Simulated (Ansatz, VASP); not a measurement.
One calculation of NbN, two programs

```xyz
2
Lattice="0.0000 2.1945 2.1945 2.1945 0.0000 2.1945 2.1945 2.1945 0.0000" Properties=species:S:1:pos:R:3 pbc="T T T"
Nb    2.1945    2.1945    2.1945
N     0.0000    0.0000    0.0000
```

Alike in both runs: task single point; functional PBE; dispersion D3(BJ); k mesh 8 × 8 × 8; occupations gaussian, width 0.1 eV; collinear spin.

|  | VASP | Ansatz |
| --- | --- | --- |
| version | VASP 6.6.1 | Ansatz 0.2.0 |
| potentials or method | VASP PAW PBE potentials, release 64 (Nb_sv, N), cutoff 600 eV | scalar-relativistic, plane waves, PAW |
| valence electrons in the cell | 18 | 18 |

```tsv
	VASP	Ansatz	Ansatz less VASP
gap on the k mesh at the Fermi level (eV)	none	none	-
pressure (GPa)	-1.5	-0.7	+0.73
net moment per atom (μB)	0.00	0.00	0.000
```

A gap of «none» marks a metal or a gap that the smearing closes. Ansatz's warnings: no starting moments, stability check not made.
